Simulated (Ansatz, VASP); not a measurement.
# One calculation of KBr, two programs

The input INCAR:

```
PREC = Accurate
ENCUT = 520
EDIFF = 1E-6
ISMEAR = 0
SIGMA = 0.01
LREAL = False
LASPH = True
NELM = 100
ALGO = Normal
ISIF = 2
LWAVE = False
LCHARG = False
GGA = PE
NBANDS = 15
```

File KPOINTS:

```
regular mesh
0
Gamma
  6 6 6
```

Contents of POSCAR:

```
KBr
1.0
    4.1228034279      0.0000000000      0.0000000000
    0.0000000000      4.1228034279      0.0000000000
    0.0000000000      0.0000000000      4.1228034279
K Br
1 1
Direct
    0.0000000000      0.0000000000      0.0000000000
    0.5000000000      0.5000000000      0.5000000000
```

Input for Ansatz:

```yaml
crystal:
  lattice:
    - [4.1228034279, 0.0, 0.0]
    - [0.0, 4.1228034279, 0.0]
    - [0.0, 0.0, 4.1228034279]
  atoms:
    - { symbol: K, position: [0.0, 0.0, 0.0] }
    - { symbol: Br, position: [0.5, 0.5, 0.5] }
kpoints:
  mp_grid: { grid: [6, 6, 6] }
hamiltonian:
  xc: pbe
scf:
  occupations: { method: fixed }
  n_extra_bands: 4
output:
  forces: true
  stress: true
  eigenvalues: true
```

Alike in both runs: task single point; functional PBE; k mesh 6 × 6 × 6; no spin polarisation.

|  | VASP | Ansatz |
| --- | --- | --- |
| version | VASP 6.6.1 | Ansatz 0.2.0 |
| potentials or method | VASP PAW PBE potentials, release 64 (K_sv, Br) | plane waves, PAW |
| plane-wave cutoff (eV) | 520 | 420 |
| occupations | gaussian, width 0.01 eV | fixed |
| valence electrons in the cell | 16 | 16 |

|  | VASP | Ansatz | Ansatz less VASP |
| --- | --- | --- | --- |
| gap on the k mesh at the Fermi level (eV) | 3.69 | 3.70 | +0.002 |
| pressure (GPa) | -0.8 | -0.8 | +0.02 |
